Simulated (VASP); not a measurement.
Wanted: the native input for a VASP 6.6.1 run.

| Property | Result |
| --- | --- |
| Task | single point |
| Functional | PBE |
| Potentials or basis | VASP PAW PBE potentials, release 64 (Os, Rh_pv) |
| Cutoff | 520 eV |
| k mesh | 20 × 20 × 14 |
| Occupations | gaussian, width 0.1 eV |
| Spin | no spin polarisation |
| Dipole correction | no |
| Further INCAR settings | ALGO = Fast; EDIFF = 1e-06; NBANDS = 18 |

The structure of OsRh lies in POSCAR:

```
OsRh
1.0
    2.6914180807      0.0000000000      0.0000000000
    0.0000000000      2.6914180807      0.0000000000
    0.0000000000      0.0000000000      3.9004198307
Os Rh
1 1
Direct
    0.5000000000      0.5000000000      0.5000000000
    0.0000000000      0.0000000000      0.0000000000
```

One way to write it, as run:

INCAR

```
  ALGO = Fast
  EDIFF = 1E-6
  ENCUT = 520
  GGA = PE
  ISIF = 2
  ISMEAR = 0
  LASPH = T
  LCHARG = F
  LREAL = F
  LWAVE = F
  NBANDS = 18
  NELM = 80
  PREC = Accurate
  SIGMA = 0.1
```

KPOINTS

```
k-points
0
Gamma
  20 20 14
```

Potentials or basis: VASP PAW PBE potentials, release 64 (Os, Rh_pv).

Command:

```console
$ cat potpaw_PBE.64/Os/POTCAR potpaw_PBE.64/Rh_pv/POTCAR > POTCAR
$ mpirun -np 1 vasp_std > vasp.out
```

Results of the run:

```json
{
  "Pressure": "-0.1 GPa",
  "Band gap on the k mesh": "zero (an odd number of electrons rules out a gap without spin polarisation)"
}
```

Caveat: spin-orbit coupling is left out, which moves the levels of the heavy elements.

It took 110 s on 1 thread of Intel(R) Xeon(R) Platinum 8559C (Emerald Rapids) (shared host), peak memory 0.37 GiB.
